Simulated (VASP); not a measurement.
# SrTlI3 (P4/mmm) in VASP: single point with HSE06

Aim: the single point of SrTlI3 with HSE06.

All numbers are computed with VASP 6.6.1; they aren't measurements. Logs are shortened: lines on timing, memory, paths and dates and some standing lists are left out, and cuts for length are marked.

### Step 1. The cell of the first run

The structure is tetragonal, space group P4/mmm (No. 123). The conventional cell has a = 6.392 Å, b = 6.392 Å, c = 6.347 Å, α = 90.00°, β = 90.00°, γ = 90.00°. Sr (site symmetry 4/mmm) has 6 I at 3.17 to 3.20 Å within 4.2 Å. I (site symmetry 4/mmm) has 2 Sr at 3.17 Å within 4.2 Å. I (site symmetry mmm) has 2 Sr at 3.20 Å within 4.2 Å.

### Step 2. Single point, HSE06 (epitaxial xy strain +0.5%)

Input file POSCAR:

```
SrTlI3
1.0
    6.3924481500      0.0000000000      0.0000000000
    0.0000000000      6.3924481500      0.0000000000
    0.0000000000      0.0000000000      6.3466238156
Tl Sr I
1 1 3
Direct
    0.0000000000      0.0000000000      0.0000000000
    0.5000000000      0.5000000000      0.5000000000
    0.5000000000      0.5000000000      0.0000000000
    0.5000000000      0.0000000000      0.5000000000
    0.0000000000      0.5000000000      0.5000000000
```

Input file INCAR.step1:

```
PREC = Accurate
ENCUT = 520
EDIFF = 1E-5
ISMEAR = 0
SIGMA = 0.01
LREAL = False
LASPH = True
NELM = 60
ALGO = Normal
ISIF = 2
LWAVE = True
GGA = PE
NBANDS = 30
```

Input file INCAR.step2:

```
PREC = Accurate
ENCUT = 520
EDIFF = 1E-6
ISMEAR = 0
SIGMA = 0.01
LREAL = False
LASPH = True
NELM = 60
ALGO = Normal
ISIF = 2
LWAVE = False
LCHARG = True
GGA = PE
LHFCALC = True
HFSCREEN = 0.2079
PRECFOCK = Fast
LELF = True
LVHAR = True
ISTART = 1
NBANDS = 30
```

Input file KPOINTS:

```
Automatic mesh
0
Gamma
  2 2 2
```

Potentials or basis: VASP PAW PBE potentials, release 64 (Tl_d, Sr_sv, I).

Command:

```bash
$ cat potpaw_PBE.64/Tl_d/POTCAR potpaw_PBE.64/Sr_sv/POTCAR potpaw_PBE.64/I/POTCAR > POTCAR
$ cp INCAR.step1 INCAR
$ mpirun -np 1 vasp_std > vasp.out
$ cp INCAR.step2 INCAR
$ mpirun -np 1 vasp_std > vasp.out
```

OUTCAR:

```text
PREC = Accurate
   ENCUT = 520
   EDIFF = 1E-6
   ISMEAR = 0
   LREAL = False
   LASPH = True
   NELM = 60
   ISIF = 2
   GGA = PE
   LHFCALC = True
   HFSCREEN = 0.2079
   PRECFOCK = Fast
   ISTART = 1

 ion  position               nearest neighbor table
   1  0.000  0.000  0.000-
   2  0.500  0.500  0.500-   3 3.17   3 3.17   5 3.20   4 3.20   4 3.20   5 3.20
   3  0.500  0.500  0.000-   2 3.17   2 3.17
   4  0.500  0.000  0.500-   2 3.20   2 3.20
   5  0.000  0.500  0.500-   2 3.20   2 3.20

  LATTYP: Found a simple tetragonal cell.
 ALAT       =     6.3924481500
 C/A-ratio  =     0.9928314891

  Lattice vectors:

 A1 = (   6.3924481500,   0.0000000000,   0.0000000000)
 A2 = (   0.0000000000,   6.3924481500,   0.0000000000)
 A3 = (   0.0000000000,   0.0000000000,   6.3466238156)

Analysis of symmetry for initial positions (statically):
=====================================================================
 Subroutine PRICEL returns:
 Original cell was already a primitive cell.

 Routine SETGRP: Setting up the symmetry group for a
 simple tetragonal supercell.

 Subroutine GETGRP returns: Found 16 space group operations
 (whereof 16 operations were pure point group operations)
 out of a pool of 16 trial point group operations.

The static configuration has the point symmetry D_4h.

Analysis of symmetry for dynamics (positions and initial velocities):
=====================================================================
 Subroutine PRICEL returns:
 Original cell was already a primitive cell.

 Routine SETGRP: Setting up the symmetry group for a
 simple tetragonal supercell.

 Subroutine GETGRP returns: Found 16 space group operations
 (whereof 16 operations were pure point group operations)
 out of a pool of 16 trial point group operations.

The dynamic configuration has the point symmetry D_4h.

 Subroutine INISYM returns: Found 16 space group operations
 (whereof 16 operations are pure point group operations),
 and found     1 'primitive' translations

----------------------------------------------------------------------------------------

                                     Primitive cell

  volume of cell :     259.3446
[... 81 lines left out ...]
   NFREE  =      0    steps in history (QN), initial steepest desc. (CG)
   ISIF   =      2    stress and relaxation
   ISYM   =      3    0-nonsym 1-usesym 2-fastsym
   POTIM  = 0.5000    time-step for ionic-motion
   TEBEG  =    0.0;   TEEND  =   0.0 temperature during run
   PSTRESS=    0.0 pullay stress
   NELECT =      44.0000    total number of electrons
   NUPDOWN=      -1.0000    fix difference up-down
   EMIN   =  10.00;   EMAX   =-10.00  energy-range for DOS
   EFERMI =   0.00;   METHOD = LEGACY
   ISMEAR =     0;   SIGMA  =   0.01  broadening in eV -4-tet -1-fermi 0-gaus
   EFERMI_NEDOS =   21; number of points for ismear=-14 and -15
   IALGO  =     38    algorithm
   IMIX   =      1    mixing-type and parameters
     AMIX     =   0.40;   BMIX     =  1.00
     AMIX_MAG =   1.60;   BMIX_MAG =  1.00
  volume/ion in A,a.u.               =      51.87       350.03
  Fermi-wavevector in a.u.,A,eV,Ry     =   0.906289  1.712638 11.175275  0.821360
  Thomas-Fermi vector in A             =   2.029959
   LORBIT       =      0    0 simple, 1 ext, 2 COOP (PROOUT), +10 PAW based schemes
   GGA     = PE    functional components
   LHFCALC =     T    Hartree Fock is set to
   PRECFOCK=fast      Normal, Fast or Accurate (Low or Medium for compatibility)
   ENCUT4O =  -1.0   cutoff for four orbital integrals eV
   NKREDX  =     1    reduce k-point grid by
   NKREDY  =     1    reduce k-point grid by
   NKREDZ  =     1    reduce k-point grid by
   AEXX    =    0.2500 exact exchange contribution
   HFSCREEN=    0.2079 screening length (either q_TF or 0.3 A-1)
   HFSCREENC=   0.2079 screening length for correlation (either q_TF or 0.3 A-1)
   ENCUTFOCK=  -1.0 apply spherical cutoff to Coloumb kernel
   IVDW    =     0    specifies the selected vdW correction
   LEPSILON=     F    determine dielectric tensor
   LRPA    =     F    only Hartree local field effects (RPA)
 non-spin polarized calculation
 Gauss-broadening in eV      SIGMA  =   0.01
  energy-cutoff  :      520.00
  volume of cell :      259.34
 maximum number of plane-waves:      7011
 NGX is ok and might be reduce to    48
  NGX = 28; NGY = 28; NGZ = 28

 number of electron      44.0000010 magnetization

 Free energy of the ion-electron system (eV)
  ---------------------------------------------------
  ext. energy  EPLUGINS =         0.00000000
  ---------------------------------------------------
  free energy    TOTEN  =       -16.64926389 eV

  energy without entropy =      -16.64926389  energy(sigma->0) =      -16.64926389

 E-fermi :  -0.0864     XC(G=0):  -5.9719

 val. band max:       -0.2275672153   @ k =   0.5000   0.5000   0.5000
 cond. band min:       3.1816195750   @ k =   0.0000   0.0000   0.5000
 fundamental gap:      3.4091867902
 Fermi energy:        -0.0864236531

 k-point     1 :       0.0000    0.0000    0.0000
  band No.  band energies     occupation
      1     -36.5680      2.00000
      2     -17.3670      2.00000
      3     -17.3606      2.00000
      4     -17.3606      2.00000
      5     -12.5481      2.00000
      6     -12.5477      2.00000
[... 187 lines left out ...]
     29       7.3868      0.00000
     30       7.4058      0.00000

------------------------ aborting loop because EDIFF is reached ----------------------------------------

  FORCE on cell =-STRESS in cart. coord.  units (eV):
  Direction    XX          YY          ZZ          XY          YZ          ZX
  --------------------------------------------------------------------------------------
  -------------------------------------------------------------------------------------
  Total        0.2633902      0.2633902      0.6444164      0.0000000     -0.0000000     -0.0000000
  in kB        1.6271703      1.6271703      3.9810713      0.0000000     -0.0000000     -0.0000000
  external PRESSURE =       2.4118040 kB  Pullay stress =       0.0000000 kB

 VOLUME and BASIS-vectors are now :
 -----------------------------------------------------------------------------
  energy-cutoff  :      520.00
  volume of cell :      259.34
      direct lattice vectors                 reciprocal lattice vectors
     6.392448150  0.000000000  0.000000000     0.156434589  0.000000000  0.000000000
     0.000000000  6.392448150  0.000000000     0.000000000  0.156434589  0.000000000
     0.000000000  0.000000000  6.346623816     0.000000000  0.000000000  0.157564089

 POSITION                                       TOTAL-FORCE (eV/Angst)
 -----------------------------------------------------------------------------------
      0.00000      0.00000      0.00000         0.000000      0.000000      0.000000
      3.19622      3.19622      3.17331         0.000000      0.000000      0.000000
      3.19622      3.19622      0.00000         0.000000      0.000000      0.000000
      3.19622      0.00000      3.17331         0.000000      0.000000      0.000000
      0.00000      3.19622      3.17331         0.000000      0.000000      0.000000
 -----------------------------------------------------------------------------------
    total drift:                                0.000000      0.000001     -0.000000

  FREE ENERGIE OF THE ION-ELECTRON SYSTEM (eV)
  ---------------------------------------------------
  free  energy   TOTEN  =       -16.6492638936 eV

  energy  without entropy=      -16.6492638936  energy(sigma->0) =      -16.64926389
```

OUTCAR.step1:

```text
PREC = Accurate
   ENCUT = 520
   EDIFF = 1E-5
   ISMEAR = 0
   LREAL = False
[... 411 lines left out ...]
      3.19622      3.19622      3.17331         0.000000      0.000000      0.000000
      3.19622      3.19622      0.00000         0.000000      0.000000      0.000000
      3.19622      0.00000      3.17331         0.000000      0.000000      0.000000
      0.00000      3.19622      3.17331         0.000000      0.000000      0.000000
 -----------------------------------------------------------------------------------
    total drift:                                0.000000     -0.000000     -0.000000

  FREE ENERGIE OF THE ION-ELECTRON SYSTEM (eV)
  ---------------------------------------------------
  free  energy   TOTEN  =       -14.1293505646 eV

  energy  without entropy=      -14.1293505646  energy(sigma->0) =      -14.12935056
```

It took 17 min on 1 thread of Intel Xeon 8259CL, shared host; peak memory 0.49 GiB.

What came out:

```
Free energy            : -16.6493 eV
Pressure               : 0.2 GPa
Band gap on the k mesh : 3.41 eV (least direct gap 3.76 eV)
```

Caveat: the k points lie up to 0.50 Å⁻¹ apart; the cell differs from its parent crystal (epitaxial xy strain +0.5%); the PAW data sets were made with another functional, which shifts forces and pressure a little; spin-orbit coupling is left out, which moves the levels of the heavy elements.
